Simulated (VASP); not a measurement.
# Pt: single point with LDA

The system is Pt.

```
Pt
1.0
     0.00000    2.24328    1.52475
     2.24328    0.00000    1.52475
     2.24328    2.24328    0.00000
Pt
1
Cartesian
  0.0000 0.0000 0.0000
```

This cell differs from its parent crystal: volume 15.346 Å^3 an atom, c/a of the conventional cell 0.6797.

```json
{
 "Program": "VASP 6.6.1",
 "Task": "single point",
 "Functional": "LDA",
 "Potentials or basis": "VASP PAW LDA potentials, release 64 (Pt)",
 "Cutoff": "520 eV",
 "k mesh": "22 × 22 × 22",
 "Occupations": "gaussian, width 0.15 eV",
 "Spin": "no spin polarisation",
 "Dipole correction": "no",
 "Further INCAR settings": "ALGO = Fast; EDIFF = 1e-06; NBANDS = 11"
}
```

* Pressure: -7.1 GPa
* Band gap on the k mesh: zero (band 5 reaches 11.66 eV, above the bottom of band 6 at 9.43 eV)

Stress tensor (GPa, compression positive):
```
 -5.61   0.00   0.00
  0.00  -5.61   0.00
  0.00   0.00 -10.03
```

Levels at points of the mesh, in eV from the Fermi level:
```tsv
k point	band 1	band 2	band 3	band 4	band 5	band 6	band 7	band 8	band 9	band 10
(0.00, 0.00, 0.00)	-9.81	-3.88	-3.52	-3.52	-1.27	-0.78	16.82	16.82	17.62	27.35
(0.50, 0.00, 0.00)	-6.84	-5.26	-1.13	-0.51	0.28	1.14	6.68	13.12	15.72	24.36
(0.50, 0.50, 0.00)	-6.35	-6.35	0.53	0.53	0.65	7.31	7.31	8.53	13.12	19.10
(0.50, 0.00, 0.50)	-6.89	-4.88	-1.52	-0.78	0.01	1.07	6.32	13.56	16.69	23.43
```

Run time: 4.4 min on 1 thread of AMD EPYC 7R13 (shared host), peak memory 0.21 GiB.

Caveat: spin-orbit coupling is left out, which moves the levels of the heavy elements.
